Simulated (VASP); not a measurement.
A run of VASP 6.6.1:

File INCAR:

```
PREC     = Accurate       # precision mode
ENCUT    = 520            # plane-wave cutoff, eV
EDIFF    = 1E-7           # SCF threshold, eV
ISMEAR   = -1             # smearing method
SIGMA    = 0.06122561905347299 # smearing width, eV
LREAL    = False          # projectors in reciprocal space
LASPH    = True           # aspherical terms in the spheres
NELM     = 80             # most SCF steps
ALGO     = Normal         # electronic algorithm
ISIF     = 2              # what is computed and relaxed
LWAVE    = False          # write WAVECAR
LCHARG   = False          # write CHGCAR
GGA      = PE             # functional
NBANDS   = 11             # bands
```

File KPOINTS:

```
Automatic mesh
0
Gamma
  24 24 24
```

The input POSCAR:

```
Pd
1.0
    0.0000000000      1.9444484056      1.9444484056
    1.9444484056      0.0000000000      1.9444484056
    1.9444484056      1.9444484056      0.0000000000
Pd
1
Direct
    0.0000000000      0.0000000000      0.0000000000
```

Potentials or basis: VASP PAW PBE potentials, release 64 (Pd).

Run with:

```sh
$ cat potpaw_PBE.64/Pd/POTCAR > POTCAR
$ mpirun -np 1 vasp_std > vasp.out
```

Hardware: 1 thread of Intel(R) Xeon(R) Platinum 8559C (Emerald Rapids), with other jobs on the host.

How long does it take, and how much memory?

Wall time 27 s on 1 thread of Intel(R) Xeon(R) Platinum 8559C (Emerald Rapids), with other jobs on the host, peak memory 0.18 GiB. Counts: scf iterations 12, k points 413.
